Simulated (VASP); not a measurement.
C:

```
C
1.0
     0.00000    1.78350    1.78350
     1.78350    0.00000    1.78350
     1.78350    1.78350    0.00000
C
2
Direct
  0.00000 0.00000 0.00000
  0.25000 0.25000 0.25000
```

```yaml
Program: VASP 6.6.1
Task: relaxation of cell and atoms
Functional: HSE06
Potentials_or_basis: VASP PAW PBE potentials, release 64 (C)
Cutoff: 600 eV
k_mesh: 6 × 6 × 6
Occupations: gaussian, width 0.01 eV
Spin: no spin polarisation
```

At the start: pressure -8.1 GPa; volume 5.67 Å³/atom.

Question: Where does the relaxation end?

Answer: Over 3 steps the energy falls by 2.5 meV/atom and the volume is 5.57 Å³/atom (-1.7 %); space group Fd-3m (No. 227, to 0.1 Å) before and after.

The path:
| step | energy change (eV) | largest force (eV/Å) | pressure (GPa) | volume (Å³) |
| --- | --- | --- | --- | --- |
| 1 | 0.0000 | 0.0000 | -8.07 | 11.35 |
| 2 | 0.0044 | 0.0000 | 11.71 | 10.88 |
| 3 | -0.0051 | 0.0000 | -0.04 | 11.15 |

Final structure:
```
C
1.0
     0.00000    1.77306    1.77306
     1.77306    0.00000    1.77306
     1.77306    1.77306    0.00000
C
2
Direct
  0.00000 0.00000 0.00000
  0.25000 0.25000 0.25000
```

Caveat: the k points lie up to 0.51 Å⁻¹ apart in the final cell; the PAW data sets were made with another functional, which shifts forces and pressure a little.
